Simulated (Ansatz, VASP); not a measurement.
One calculation of SnO2, two programs

INCAR

```
SYSTEM = SnO2
PREC = Accurate
ENCUT = 520
EDIFF = 1E-6
ISMEAR = -1
SIGMA = 0.03
LREAL = .False.
LASPH = .True.
NELM = 100
ALGO = Normal
ISIF = 2
LWAVE = .False.
LCHARG = .False.
GGA = PE
NBANDS = 35
```

KPOINTS

```
Automatic mesh
0
Gamma
  4 4 6
  0 0 0
```

The input POSCAR:

```
SnO2
1.0
    4.7373500000      0.0000000000      0.0000000000
    0.0000000000      4.7373500000      0.0000000000
    0.0000000000      0.0000000000      3.2501280000
Sn O
2 4
Direct
    0.0000000000      0.0000000000      0.0000000000
    0.5000000000      0.5000000000      0.5000000000
    0.3056200000      0.3056200000      0.0000000000
    0.1943800000      0.8056200000      0.5000000000
    0.6943800000      0.6943800000      0.0000000000
    0.8056200000      0.1943800000      0.5000000000
```

Input for Ansatz:

```yaml
crystal:
  lattice:
    - [4.73735, 0.0, 0.0]
    - [0.0, 4.73735, 0.0]
    - [0.0, 0.0, 3.250128]
  atoms:
    - { symbol: Sn, position: [0.0, 0.0, 0.0] }
    - { symbol: Sn, position: [0.5, 0.5, 0.5] }
    - { symbol: O, position: [0.30562, 0.30562, 0.0] }
    - { symbol: O, position: [0.19438, 0.80562, 0.5] }
    - { symbol: O, position: [0.69438, 0.69438, 0.0] }
    - { symbol: O, position: [0.80562, 0.19438, 0.5] }
kpoints:
  mp_grid: { grid: [4, 4, 6] }
  band_path:
    path:
      - [0.0, 0.0, 0.0]
      - [0.0, 0.5, 0.0]
      - [0.5, 0.5, 0.0]
      - [0.0, 0.0, 0.0]
      - [0.0, 0.0, 0.5]
      - [0.0, 0.5, 0.5]
      - [0.5, 0.5, 0.5]
      - [0.0, 0.0, 0.5]
      - [0.0, 0.5, 0.0]
    npoints: 5
scf:
  occupations: { method: fermi_dirac, width: 0.03 }
hamiltonian:
  xc: pbe
  pseudopotentials: { kind: all_electron, lapw: { basis_error: 0.001 } }
output:
  forces: true
  stress: true
  eigenvalues: true
```

Change from the starting cell: zz strain of +2 %.

Alike in both runs: task single point; functional PBE; k mesh 4 × 4 × 6; occupations fermi-dirac, width 0.03 eV; no spin polarisation.

|  | VASP | Ansatz |
| --- | --- | --- |
| version | VASP 6.6.1 | Ansatz 0.2.0 |
| potentials or method | VASP PAW PBE potentials, release 64 (Sn_d, O), cutoff 520 eV | all-electron LAPW, scalar-relativistic |

|  | VASP | Ansatz | Ansatz less VASP |
| --- | --- | --- | --- |
| pressure (GPa) | 6.4 | 5.7 | -0.70 |
| traceless stress, the component that is largest in VASP (GPa) | -1.94 | -2.11 | -0.170 |
| rms of the force components (eV/Å) | 0.044 | 0.050 | +0.0054 |

Atom by atom the forces differ by 0.005 eV/Å (rms over components). Ansatz ran all-electron here, and VASP with PAW potentials.
